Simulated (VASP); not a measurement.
# Li (Cmce) in VASP: relaxation of cell and atoms with PBE

Aim: the relaxation of cell and atoms of Li with PBE.

Everything below comes from runs of VASP 6.6.1. Logs are shortened: lines on timing, memory, paths and dates and some standing lists are left out, and cuts for length are marked.

## (1) The cell of the first run

Symmetry: Cmce, No. 64, orthorhombic system. Conventional cell: a = 5.768 Å, b = 3.812 Å, c = 7.775 Å, α = 90.00°, β = 90.00°, γ = 90.00°. Li (site symmetry m) has 1 Li at 2.15 Å within 2.8 Å.

## (2) Relaxation of cell and atoms, PBE

The input, INCAR:

```
PREC = Accurate ; ENCUT = 600
EDIFF = 1E-7 ; ISMEAR = 0
SIGMA = 0.1 ; LREAL = F
LASPH = T ; NELM = 60
ALGO = Fast ; ISIF = 3
LWAVE = F ; LCHARG = F
GGA = PE ; IBRION = 2
NSW = 90 ; EDIFFG = -0.04
```

The input, KPOINTS:

```
Automatic mesh
0
Gamma
  6 6 2
```

The input, POSCAR:

```
Li
1.0
    2.8837548802     -1.9059413716      0.0000000000
    2.8837548802      1.9059413716      0.0000000000
    0.0000000000      0.0000000000      7.7748098494
Li
4
Direct
    0.8500000000      0.1500000000      0.1170000000
    0.6500000000      0.3500000000      0.6170000000
    0.1500000000      0.8500000000      0.8830000000
    0.3500000000      0.6500000000      0.3830000000
```

Potentials or basis: VASP PAW PBE potentials, release 64 (Li_sv).

Started as:

```bash
$ cat potpaw_PBE.64/Li_sv/POTCAR > POTCAR
$ mpirun -np 1 vasp_std > vasp.out
```

OUTCAR:

```text
PREC = Accurate
   ENCUT = 600
   EDIFF = 1E-7
   ISMEAR = 0
   LREAL = F
   LASPH = T
   NELM = 60
   ISIF = 3
   GGA = PE
   IBRION = 2
   NSW = 90
   EDIFFG = -0.04

 ion  position               nearest neighbor table
   1  0.850  0.150  0.117-   3 2.15
   2  0.650  0.350  0.617-   4 2.15
   3  0.150  0.850  0.883-   1 2.15
   4  0.350  0.650  0.383-   2 2.15

  LATTYP: Found a base centered orthorhombic cell.
 ALAT       =     3.8118827432
 B/A-ratio  =     1.5130344108
 C/A-ratio  =     2.0396246089

  Lattice vectors:

 A1 = (  -2.8837548802,  -1.9059413716,   0.0000000000)
 A2 = (   2.8837548802,  -1.9059413716,   0.0000000000)
 A3 = (   0.0000000000,   0.0000000000,   7.7748098494)

Analysis of symmetry for initial positions (statically):
=====================================================================
 Subroutine PRICEL returns:
 Original cell was already a primitive cell.

 Routine SETGRP: Setting up the symmetry group for a
 base centered orthorhombic supercell.

 Subroutine GETGRP returns: Found  8 space group operations
 (whereof  4 operations were pure point group operations)
 out of a pool of  8 trial point group operations.

The static configuration has the point symmetry C_2h.
 The point group associated with its full space group is D_2h.

Analysis of symmetry for dynamics (positions and initial velocities):
=====================================================================
 Subroutine PRICEL returns:
 Original cell was already a primitive cell.

 Routine SETGRP: Setting up the symmetry group for a
 base centered orthorhombic supercell.

 Subroutine GETGRP returns: Found  8 space group operations
 (whereof  4 operations were pure point group operations)
 out of a pool of  8 trial point group operations.

The dynamic configuration has the point symmetry C_2h.
 The point group associated with its full space group is D_2h.

 Subroutine INISYM returns: Found  8 space group operations
 (whereof  4 operations are pure point group operations),
 and found     1 'primitive' translations

----------------------------------------------------------------------------------------

                                     Primitive cell

  volume of cell :      85.4649

  direct lattice vectors                    reciprocal lattice vectors
     2.883754880 -1.905941372  0.000000000     0.173385056 -0.262337555  0.000000000
     2.883754880  1.905941372  0.000000000     0.173385056  0.262337555  0.000000000
     0.000000000  0.000000000  7.774809849     0.000000000  0.000000000  0.128620509

  length of vectors
     3.456682618  3.456682618  7.774809849     0.314457263  0.314457263  0.128620509

  position of ions in fractional coordinates (direct lattice)
     0.850000000  0.150000000  0.117000000
     0.650000000  0.350000000  0.617000000
     0.150000000  0.850000000  0.883000000
     0.350000000  0.650000000  0.383000000

  ion indices of the primitive-cell ions
   primitive index   ion index
                 1           1
                 2           2
                 3           3
                 4           4

----------------------------------------------------------------------------------------

 KPOINTS: Automatic mesh

Automatic generation of k-mesh.
 Grid dimensions read from file:
 generate k-points for:    6    6    2

 Generating k-lattice:

  Cartesian coordinates                     Fractional coordinates (reciprocal lattice)
     0.028897509 -0.043722926  0.000000000     0.166666667  0.000000000  0.000000000
     0.028897509  0.043722926  0.000000000     0.000000000  0.166666667  0.000000000
     0.000000000  0.000000000  0.064310254     0.000000000  0.000000000  0.500000000

  Length of vectors
     0.052409544  0.052409544  0.064310254

  Shift w.r.t. Gamma in fractional coordinates (k-lattice)
     0.000000000  0.000000000  0.000000000

 Subroutine IBZKPT returns following result:
 ===========================================

 Found     26 irreducible k-points:

 Following reciprocal coordinates:
            Coordinates               Weight
  0.000000  0.000000  0.000000      1.000000
  0.166667 -0.000000  0.000000      4.000000
  0.333333  0.000000  0.000000      4.000000
  0.500000  0.000000  0.000000      2.000000
  0.166667  0.166667  0.000000      2.000000
  0.333333  0.166667  0.000000      4.000000
[... 16 lines left out ...]
  0.333333  0.333333  0.500000      2.000000
  0.500000  0.333333  0.500000      4.000000
 [... further k-points ...]
   k-points           NKPTS =     26   k-points in BZ     NKDIM =     26   number of bands    NBANDS=     10
   number of dos      NEDOS =    301   number of ions     NIONS =      4
   total plane-waves  NPLWV =  50176
   dimension x,y,z NGX =    28 NGY =   28 NGZ =   64
   dimension x,y,z NGXF=    56 NGYF=   56 NGZF=  128
   ions per type =               4
   NGX,Y,Z   is equivalent  to a cutoff of  13.47, 13.47, 13.68 a.u.
   NGXF,Y,Z  is equivalent  to a cutoff of  26.93, 26.93, 27.37 a.u.
 SYSTEM =  unknown system
   PREC   = accura    normal or accurate (medium, high low for compatibility)
   ISTART =      0    job   : 0-new  1-cont  2-samecut
   ICHARG =      2    charge: 1-file 2-atom 10-const
   ISPIN  =      1    spin polarized calculation?
   LNONCOLLINEAR =      F non collinear calculations
   LSORBIT =      F    spin-orbit coupling
   LASPH  =      T    aspherical Exc in radial PAW
   ENCUT  =  600.0 eV  44.10 Ry    6.64 a.u.   6.90  6.90 15.53*2*pi/ulx,y,z
   NELM   =     60;   NELMIN=  2; NELMDL= -5     # of ELM steps
   EDIFF  = 0.1E-06   stopping-criterion for ELM
   LREAL  =      F    real-space projection
   EDIFFG = -.4E-01   stopping-criterion for IOM
   NSW    =     90    number of steps for IOM
   IBRION =      2    ionic relax: 0-MD 1-quasi-New 2-CG
   NFREE  =      1    steps in history (QN), initial steepest desc. (CG)
   ISIF   =      3    stress and relaxation
   ISYM   =      2    0-nonsym 1-usesym 2-fastsym
   POTIM  = 0.5000    time-step for ionic-motion
   TEBEG  =    0.0;   TEEND  =   0.0 temperature during run
   PSTRESS=    0.0 pullay stress
   NELECT =      12.0000    total number of electrons
   NUPDOWN=      -1.0000    fix difference up-down
   EMIN   =  10.00;   EMAX   =-10.00  energy-range for DOS
   EFERMI =   0.00;   METHOD = LEGACY
   ISMEAR =     0;   SIGMA  =   0.10  broadening in eV -4-tet -1-fermi 0-gaus
   EFERMI_NEDOS =   21; number of points for ismear=-14 and -15
   IALGO  =     68    algorithm
   IMIX   =      4    mixing-type and parameters
     AMIX     =   0.40;   BMIX     =  1.00
     AMIX_MAG =   1.60;   BMIX_MAG =  1.00
  volume/ion in A,a.u.               =      21.37       144.19
  Fermi-wavevector in a.u.,A,eV,Ry     =   0.850889  1.607946  9.850773  0.724011
  Thomas-Fermi vector in A             =   1.966936
   LORBIT       =      0    0 simple, 1 ext, 2 COOP (PROOUT), +10 PAW based schemes
   GGA     = PE    functional components
   LHFCALC =     F    Hartree Fock is set to
   AEXX    =    0.0000 exact exchange contribution
   IVDW    =     0    specifies the selected vdW correction
   LEPSILON=     F    determine dielectric tensor
   LRPA    =     F    only Hartree local field effects (RPA)
 conjugate gradient relaxation of ions
 non-spin polarized calculation
 RMM-DIIS sequential band-by-band and
 Gauss-broadening in eV      SIGMA  =   0.10
  energy-cutoff  :      600.00
  volume of cell :       85.46
 maximum number of plane-waves:      2886
   NGX = 13   NGY = 13   NGZ = 31

--------------------------------------- Ionic step        1  -------------------------------------------

 number of electron      11.9999978 magnetization

 Free energy of the ion-electron system (eV)
  ---------------------------------------------------
  ext. energy  EPLUGINS =         0.00000000
  ---------------------------------------------------
  free energy    TOTEN  =        -6.74865506 eV

  energy without entropy =       -6.73965679  energy(sigma->0) =       -6.74415592

------------------------ aborting loop because EDIFF is reached ----------------------------------------

  FORCE on cell =-STRESS in cart. coord.  units (eV):
  Direction    XX          YY          ZZ          XY          YZ          ZX
  --------------------------------------------------------------------------------------
  -------------------------------------------------------------------------------------
  Total       -3.1170084     -0.4084530      2.9939531      0.0000000     -0.0000000      0.0000000
  in kB      -58.4333665     -7.6571121     56.1264955      0.0000000     -0.0000000      0.0000000
  external PRESSURE =      -3.3213277 kB  Pullay stress =       0.0000000 kB
[... 95 lines left out ...]
  FREE ENERGIE OF THE ION-ELECTRON SYSTEM (eV)
  ---------------------------------------------------
  free  energy   TOTEN  =        -7.3840993314 eV

  energy  without entropy=       -7.3689915864  energy(sigma->0) =       -7.37654546

[... ionic steps 4 to 14 ...]

--------------------------------------- Ionic step       15  -------------------------------------------

 number of electron      12.0000012 magnetization

------------------------ aborting loop because EDIFF is reached ----------------------------------------

  FORCE on cell =-STRESS in cart. coord.  units (eV):
  Direction    XX          YY          ZZ          XY          YZ          ZX
  --------------------------------------------------------------------------------------
  -------------------------------------------------------------------------------------
  Total       -0.0855864     -0.0622642      0.0453722      0.0000000      0.0000000      0.0000000
  in kB       -1.7278132     -1.2569861      0.9159726      0.0000000      0.0000000      0.0000000
  external PRESSURE =      -0.6896089 kB  Pullay stress =       0.0000000 kB
[... 61 lines left out ...]
  energy  without entropy=       -7.5470462441  energy(sigma->0) =       -7.55222783

--------------------------------------- Ionic step       17  -------------------------------------------

 number of electron      11.9999973 magnetization

 Free energy of the ion-electron system (eV)
  ---------------------------------------------------
  ext. energy  EPLUGINS =         0.00000000
  ---------------------------------------------------
  free energy    TOTEN  =        -7.56218191 eV

  energy without entropy =       -7.54971179  energy(sigma->0) =       -7.55594685

 E-fermi :   0.6365     XC(G=0):  -7.0935

 val. band max:        0.6339884895   @ k =   0.5000   0.0000   0.5000
 cond. band min:       0.7729280780   @ k =   0.5000   0.0000   0.0000
 fundamental gap:      0.1389395884
 Fermi energy:         0.6364823267

 k-point     1 :       0.0000    0.0000    0.0000
  band No.  band energies     occupation
      1     -45.8222      2.00000
      2     -45.8120      2.00000
      3     -45.8110      2.00000
      4     -45.8009      2.00000
      5      -2.9029      2.00000
      6      -1.6412      2.00000
      7      -1.6292      2.00000
      8       1.2200      0.00000
      9       4.3709      0.00000
     10      10.2386      0.00000
[... 287 lines left out ...]
 k-point    24 :       0.5000    0.3333    0.5000
  band No.  band energies     occupation
      1     -45.7985      2.00000
      2     -45.7985      2.00000
      3     -45.7921      2.00000
      4     -45.7921      2.00000
      5       1.2737      0.00000
      6       1.2737      0.00000
      7       3.0455      0.00000
      8       3.0458      0.00000
      9       4.8887      0.00000
     10       4.8890      0.00000

 [... further k-points ...]
[... 5 lines left out ...]
  --------------------------------------------------------------------------------------
  -------------------------------------------------------------------------------------
  Total       -0.0129958     -0.0349706     -0.0842601      0.0000000      0.0000000      0.0000000
  in kB       -0.2620364     -0.7051168     -1.6989464      0.0000000      0.0000000      0.0000000
  external PRESSURE =      -0.8886999 kB  Pullay stress =       0.0000000 kB
[... 19 lines left out ...]
  FREE ENERGIE OF THE ION-ELECTRON SYSTEM (eV)
  ---------------------------------------------------
  free  energy   TOTEN  =        -7.5621819053 eV

  energy  without entropy=       -7.5497117914  energy(sigma->0) =       -7.55594685

 reached required accuracy - stopping structural energy minimisation
```

Wall time 6.6 min (1 thread of Intel Xeon Platinum 8488C (Sapphire Rapids), shared host); peak memory 0.22 GiB.

What came out:

```
Free energy                            : -7.5622 eV
Relaxed volume                         : 19.87 Å³/atom
Relaxed cell                           : a = 2.944 Å, b = 2.944 Å, c = 9.370 Å, α = 90.00°, β = 90.00°, γ = 78.00°
Space group after relaxing (to 0.05 Å) : Cmce (No. 64)
Energy gained by relaxing              : 203.4 meV/atom
Ionic steps                            : 17
Pressure after relaxing                : -0.1 GPa
Largest force after relaxing           : 0.027 eV/Å
Band gap on the k mesh                 : zero (band 6 reaches 3.11 eV, above the bottom of band 7 at -1.63 eV)
```

Forces on the atoms (eV/Å):
```
Li   0.000  0.015  0.022
Li   0.000 -0.015  0.022
Li   0.000 -0.015 -0.022
Li   0.000  0.015 -0.022
```

The path:
```csv
step,energy change (eV),largest force (eV/Å),pressure (GPa),volume (Å³)
1,0.0000,0.9974,-0.33,85.46
2,-0.3438,0.6256,-0.53,84.80
3,-0.6354,0.2205,-0.42,83.06
4,-0.6723,0.1933,-0.24,82.21
5,-0.6969,0.2573,0.01,81.09
6,-0.6971,0.3064,0.14,80.49
7,-0.6977,0.2896,0.10,80.68
8,-0.7321,0.2299,-0.08,80.86
9,-0.7859,0.0733,-0.61,81.24
10,-0.7961,0.0544,-0.10,78.86
11,-0.7974,0.0495,0.18,77.64
12,-0.7996,0.0476,0.14,77.87
13,-0.8043,0.0515,0.04,78.54
14,-0.8054,0.0971,-0.14,79.89
15,-0.8063,0.0757,-0.07,79.36
16,-0.8088,0.0623,-0.08,79.39
17,-0.8135,0.0267,-0.09,79.46
```

Final structure:
```
Li
1.0
     2.28816   -1.85303    0.00000
     2.28816    1.85303    0.00000
     0.00000    0.00000    9.37029
Li
4
Direct
  0.76354 0.23646 0.12431
  0.73646 0.26354 0.62431
  0.23646 0.76354 0.87569
  0.26354 0.73646 0.37569
```

Levels at points of the mesh, in eV from the Fermi level:
```csv
k point,band 2,band 3,band 4,band 5,band 6,band 7,band 8,band 9,band 10
"(0.00, 0.00, 0.00)",-46.45,-46.45,-46.44,-3.54,-2.28,-2.27,0.58,3.73,9.60
"(0.50, 0.00, 0.00)",-46.44,-46.44,-46.44,-0.21,-0.21,0.14,0.14,3.18,3.18
"(0.50, 0.50, 0.00)",-46.43,-46.43,-46.42,0.83,2.48,2.52,4.03,4.48,4.48
"(0.00, 0.00, 0.50)",-46.46,-46.44,-46.44,-3.22,-3.22,-0.73,-0.73,5.84,5.84
"(0.50, 0.00, 0.50)",-46.44,-46.44,-46.44,-0.10,-0.10,0.00,0.00,3.84,3.84
"(0.50, 0.50, 0.50)",-46.43,-46.43,-46.43,1.25,1.25,4.11,4.11,4.48,4.48
```

Caveat: the k points lie up to 0.36 Å⁻¹ apart in the final cell; the cutoff is under 1.25 times the usual one of these potentials, so pressure, stress and relaxed cells hold a basis-set (Pulay) error.
